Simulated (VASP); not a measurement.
**P: single point with PBEsol**

P:

```
P
1.0
     0.00000    1.91037    1.91037
     1.91037    0.00000    1.91037
     1.91037    1.91037    0.00000
P
1
Direct
  0.00000 0.00000 0.00000
```

```
Program             : VASP 6.6.1
Task                : single point
Functional          : PBEsol
Potentials or basis : VASP PAW PBE potentials, release 64 (P)
Cutoff              : 520 eV
k mesh              : 23 × 23 × 23
Occupations         : fermi-dirac, width 0.1 eV
Spin                : no spin polarisation
```

* Pressure: 0.2 GPa

Levels at points of the mesh, in eV from the Fermi level:
```
           k point  band 1  band 2  band 3  band 4  band 5
(0.00, 0.00, 0.00)  -16.78    7.20    7.20    7.20   11.55
```

It took 16 s on 1 thread of Intel Xeon 6975P-C (shared host), peak memory 0.14 GiB.

Caveat: the PAW data sets were made with another functional, which shifts forces and pressure a little.
